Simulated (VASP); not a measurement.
Here is a VASP 6.6.1 calculation.

The input INCAR:

```
PREC = Accurate
ENCUT = 520
EDIFF = 1E-6
ISMEAR = 0
SIGMA = 0.01
LREAL = Auto
LASPH = T
NELM = 100
ALGO = Normal
ISIF = 2
LWAVE = F
LCHARG = F
GGA = PS
NBANDS = 50
```

KPOINTS

```
regular mesh
0
Gamma
  6 6 6
```

Contents of POSCAR:

```
ScAl7N8
1.0
    0.0000000000      0.0000000000     -5.0072136124
    3.1681293310      5.4873609663      0.0000000000
    3.1681293310     -5.4873609663      0.0000000000
Sc Al N
1 7 8
Direct
    0.0098365949      0.1666666667      0.3333333333
    0.0024265369      0.1677653105      0.8338826553
    0.0024265369      0.6661173447      0.3322346895
    0.0024265369      0.6661173447      0.8338826553
    0.5002060288      0.3364613961      0.6729227923
    0.5002060288      0.3364613961      0.1635386039
    0.5031310195      0.8333333333      0.6666666667
    0.5002060288      0.8270772077      0.1635386039
    0.5866709173      0.1666666667      0.3333333333
    0.6208625418      0.1652676657      0.8326338329
    0.6208625418      0.6673661671      0.3347323343
    0.6208625418      0.6673661671      0.8326338329
    0.1235553963      0.3438121283      0.6876242566
    0.1235553963      0.3438121283      0.1561878717
    0.1192099568      0.8333333333      0.6666666667
    0.1235553963      0.8123757434      0.1561878717
```

Potentials or basis: VASP PAW PBE potentials, release 64 (Sc_sv, Al, N).

Command:

```sh
$ cat potpaw_PBE.64/Sc_sv/POTCAR potpaw_PBE.64/Al/POTCAR potpaw_PBE.64/N/POTCAR > POTCAR
$ mpirun -np 1 vasp_std > vasp.out
```

Estimate the band gap on the k mesh.

3.95 eV, direct.

What does it give for the pressure?

0.1 GPa.

Forces on the atoms (eV/Å):
```
Sc   0.000  0.000  0.014
Al  -0.008 -0.005  0.003
Al   0.008 -0.005  0.003
Al   0.000  0.010  0.003
Al   0.002 -0.001 -0.005
Al   0.000  0.003 -0.005
Al   0.000  0.000 -0.002
Al  -0.002 -0.001 -0.005
N    0.000  0.000  0.035
N    0.000  0.000  0.000
N    0.000  0.000  0.000
N    0.000  0.000  0.000
N    0.044 -0.026 -0.015
N    0.000  0.051 -0.015
N    0.000  0.000  0.004
N   -0.044 -0.026 -0.015
```

Caveat: the PAW data sets were made with another functional, which shifts forces and pressure a little. Expect the measured gap to be larger: semilocal functionals such as PBEsol lack the derivative discontinuity.
